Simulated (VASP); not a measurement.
## Ir2O3: single point with PBE

Crystal: Ir2O3.

```
Ir O
1.0
     4.80704    0.00000    0.00000
     0.00000    4.80704    0.00000
     0.00000    0.00000    4.80704
Ir O
4 6
Direct
  0.25000 0.25000 0.25000
  0.75000 0.75000 0.25000
  0.75000 0.25000 0.75000
  0.25000 0.75000 0.75000
  0.50000 0.00000 0.00000
  0.00000 0.50000 0.00000
  0.00000 0.00000 0.50000
  0.50000 0.50000 0.00000
  0.50000 0.00000 0.50000
  0.00000 0.50000 0.50000
```

```
Program                : VASP 6.6.1
Task                   : single point
Functional             : PBE
Potentials or basis    : VASP PAW PBE potentials, release 64 (Ir, O)
Cutoff                 : 520 eV
k mesh                 : 12 × 12 × 12
Occupations            : fermi-dirac, width 0.0612256 eV
Spin                   : no spin polarisation
Dipole correction      : no
Further INCAR settings : ALGO = Normal; EDIFF = 1e-06; NBANDS = 47
```

| Item | Value |
| --- | --- |
| Pressure | 1.4 GPa |
| Band gap on the k mesh | 0.22 eV |

Levels at points of the mesh, in eV from the valence-band top:
| k point | band 34 | band 35 | band 36 | band 37 | band 38 | band 39 |
| --- | --- | --- | --- | --- | --- | --- |
| (0.00, 0.00, 0.00) | 0.00 | 0.00 | 0.00 | 0.22 | 0.22 | 2.06 |
| (0.50, 0.00, 0.00) | -0.80 | -0.16 | -0.16 | 0.82 | 0.82 | 2.00 |
| (0.50, 0.50, 0.00) | -0.65 | -0.49 | -0.49 | 1.39 | 1.39 | 1.63 |
| (0.50, 0.50, 0.50) | -0.35 | -0.35 | -0.35 | 0.29 | 0.29 | 0.29 |

Run time: 3.1 min on 1 thread of Intel(R) Xeon(R) 6975P-C (Granite Rapids), with other jobs on the host, peak memory 0.43 GiB.

Caveat: spin-orbit coupling is left out, which moves the levels of the heavy elements. A k mesh can miss the band edges.
